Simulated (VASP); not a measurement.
**Hf2H3: relaxation of cell and atoms with PBE**

The system is Hf2H3.

```xyz
5
Lattice="3.7292 0.0000 0.0000 0.0000 3.7292 0.0000 0.0000 0.0000 3.7292" Properties=species:S:1:pos:R:3 pbc="T T T"
Hf    1.8646    1.8646    1.8646
Hf    0.0000    0.0000    0.0000
H     0.0000    1.8646    1.8646
H     1.8646    0.0000    1.8646
H     1.8646    1.8646    0.0000
```

The cell was built from a structure type or drawn by symmetry, and may not be a known phase.

| Quantity | Value |
| --- | --- |
| Program | VASP 6.6.1 |
| Task | relaxation of cell and atoms |
| Functional | PBE |
| Potentials or basis | VASP PAW PBE potentials, release 64 (Hf_pv, H) |
| Cutoff | 600 eV |
| k mesh | 6 × 6 × 6 |
| Occupations | gaussian, width 0.1 eV |
| Spin | no spin polarisation |
| Dipole correction | no |
| Further INCAR settings | ALGO = Normal; EDIFF = 1e-07; IBRION = 2; EDIFFG = -0.04; NSW = 90; ISIF = 3 |

| Item | Value |
| --- | --- |
| Pressure after relaxing | -0.6 GPa |
| Band gap on the k mesh | zero (an odd number of electrons rules out a gap without spin polarisation) |

Final structure:
```
Hf H
1.0
     3.72924    0.00000    0.00000
     0.00000    3.72924    0.00000
     0.00000    0.00000    3.72924
Hf H
2 3
Direct
  0.50000 0.50000 0.50000
  0.00000 0.00000 0.00000
  0.00000 0.50000 0.50000
  0.50000 0.00000 0.50000
  0.50000 0.50000 0.00000
```

Levels at points of the mesh, in eV from the Fermi level:
```csv
k point,band 9,band 10,band 11,band 12,band 13,band 14,band 15
"(0.00, 0.00, 0.00)",-6.65,0.85,0.85,0.85,1.44,1.44,4.78
"(0.50, 0.00, 0.00)",-5.98,-0.79,0.63,0.63,0.97,0.97,2.50
"(0.50, 0.50, 0.00)",-4.36,-3.96,-1.08,-1.08,1.51,2.84,3.42
"(0.50, 0.50, 0.50)",-4.80,-1.56,-1.56,-1.56,3.05,3.54,3.54
```

Wall time 33 s on 1 thread of Intel Xeon 8259CL, with other jobs on the host, peak memory 0.17 GiB.

Caveat: the relaxation stopped at its first step, so nothing moved; spin-orbit coupling is left out, which moves the levels of the heavy elements.
